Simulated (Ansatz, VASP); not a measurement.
One calculation of Ti5Si, two programs

```xyz
6
Lattice="2.5881 1.4632 4.4483 -2.5231 1.4504 4.4155 0.0215 -2.8797 4.4208" Properties=species:S:1:pos:R:3 pbc="T T T"
Ti   -0.0530    0.0610    2.1292
Ti    0.5795    1.3611    4.5268
Ti   -1.6653   -0.2898    4.4039
Ti    0.0072    0.0070   11.1834
Ti    1.1087   -1.2331    4.4337
Si    0.0843    0.0865    6.6302
```

Change from the starting cell: kmesh displaced: [1, 1, 1] Gamma-centred.

Alike in both runs: task single point; functional PBEsol; k mesh 1 × 1 × 1; occupations gaussian, width 0.1 eV; no spin polarisation.

```csv
,VASP,Ansatz
version,VASP 6.6.1,Ansatz 0.2.0
potentials or method,"VASP PAW PBE potentials, release 64 (Ti_sv, Si), cutoff 520 eV","scalar-relativistic, plane waves, PAW"
valence electrons in the cell,64,64
```

```tsv
	VASP	Ansatz	Ansatz less VASP
gap on the k mesh at the Fermi level (eV)	0.12	0.12	+0.002
least direct gap on the mesh (eV)	0.12	0.12	+0.002
pressure (GPa)	0.0	0.0	+0.01
traceless stress, the component that is largest in VASP (GPa)	3.48	3.47	-0.011
rms of the force components (eV/Å)	1.006	1.008	+0.0026
```

VASP's potentials were made for PBE, not for PBEsol. Atom by atom the forces differ by 0.006 eV/Å (rms over components). With one functional, cell and mesh, what is left measures potentials, basis and numerics.

The k mesh is coarse, so the values compare programs but aren't converged.
